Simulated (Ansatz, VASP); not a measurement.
## Two plane-wave programs on GaN

```
Ga N
1.0
     3.21627    0.00000    0.00000
     0.00000    4.54849    0.00000
     0.00000    0.00000   20.82440
Ga N
4 4
Direct
  0.00000 0.83885 0.39479
  0.50000 0.38291 0.45783
  0.00000 0.88291 0.54217
  0.50000 0.33885 0.60521
  0.50000 0.63899 0.38265
  0.00000 0.13925 0.46099
  0.50000 0.63925 0.53901
  0.00000 0.13899 0.61735
```

Alike in both runs: task single point; functional PBE; k mesh 8 × 6 × 1; occupations fermi-dirac, width 0.02 eV; no spin polarisation.

|  | VASP | Ansatz |
| --- | --- | --- |
| version | VASP 6.6.1 | Ansatz 0.2.0 |
| potentials or method | VASP PAW PBE potentials, release 64 (Ga_d, N) | PAW with Ansatz's default frozen-core files, scalar-relativistic |
| plane-wave cutoff (eV) | 520 | 420 |
| valence electrons in the cell | 72 | 72 |

Ansatz gave:

* gap on the k mesh at the Fermi level (eV): 1.53
* rms of the force components (eV/Å): 0.001

Which values does VASP return?

gap on the k mesh at the Fermi level (eV): 1.53; rms of the force components (eV/Å): 0.010.

Ansatz's warnings: structure snapped to symmetry, xc potential rough in thin density.
